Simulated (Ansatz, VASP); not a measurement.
## WSe2: VASP beside Ansatz

The input INCAR:

```
  ALGO = Normal
  EDIFF = 1E-8
  ENCUT = 520
  GGA = PE
  ISIF = 2
  ISMEAR = -1
  LASPH = T
  LCHARG = F
  LEFG = T
  LREAL = F
  LWAVE = F
  NBANDS = 35
  NELM = 80
  PREC = Accurate
  SIGMA = 0.08
```

The input KPOINTS:

```
k-points
0
Gamma
  11 11 3
```

Contents of POSCAR:

```
WSe2
1.0
    3.2455335613      0.0000000000      0.0000000000
   -1.6227667806      2.8107145128      0.0000000000
    0.0000000000      0.0000000000     12.7947082416
W Se
2 4
Direct
    0.3333333333      0.6666666667      0.2500000000
    0.6666666667      0.3333333333      0.7500000000
    0.3333333333      0.6666666667      0.6210000000
    0.6666666667      0.3333333333      0.1210000000
    0.3333333333      0.6666666667      0.8790000000
    0.6666666667      0.3333333333      0.3790000000
```

Input for Ansatz:

```yaml
crystal:
  lattice:
    - [3.2455335613, 0.0, 0.0]
    - [-1.6227667806, 2.8107145128, 0.0]
    - [0.0, 0.0, 12.7947082416]
  atoms:
    - { symbol: W, position: [0.3333333333, 0.6666666667, 0.25] }
    - { symbol: W, position: [0.6666666667, 0.3333333333, 0.75] }
    - { symbol: Se, position: [0.3333333333, 0.6666666667, 0.621] }
    - { symbol: Se, position: [0.6666666667, 0.3333333333, 0.121] }
    - { symbol: Se, position: [0.3333333333, 0.6666666667, 0.879] }
    - { symbol: Se, position: [0.6666666667, 0.3333333333, 0.379] }
kpoints:
  mp_grid: { grid: [11, 11, 3] }
scf:
  occupations: { method: fermi_dirac, width: 0.08 }
hamiltonian:
  xc: pbe
  pseudopotentials: { kind: all_electron, datasets: crystal }
output:
  forces: true
  stress: true
  eigenvalues: true
  efg: { contact_densities: true }
```

Change from the starting cell: volume scaled by 0.96, crystal datasets.

Alike in both runs: task electric field gradients; functional PBE; k mesh 11 × 11 × 3; occupations fermi-dirac, width 0.08 eV; no spin polarisation.

|  | VASP | Ansatz |
| --- | --- | --- |
| version | VASP 6.6.1 | Ansatz 0.2.0 |
| potentials or method | VASP PAW PBE potentials, release 64 (W_sv, Se), cutoff 520 eV | all-electron PAW with datasets made for the crystal, scalar-relativistic |

VASP gave:

```
pressure (GPa)                                                : 10.7
traceless stress, the component that is largest in VASP (GPa) : 1.51
rms of the force components (eV/Å)                            : 0.445
size of Vzz on the site where it differs most (V/Å²)          : 160.5
```

Question: Which values does Ansatz return?

Answer: Pressure (GPa): 10.3; traceless stress, the component that is largest in VASP (GPa): 1.41; rms of the force components (eV/Å): 0.420; size of Vzz on the site where it differs most (V/Å²): 172.9.

Atom by atom the forces differ by 0.025 eV/Å (rms over components). Ansatz ran all-electron here, and VASP with PAW potentials.

Neither program's run includes spin-orbit coupling.
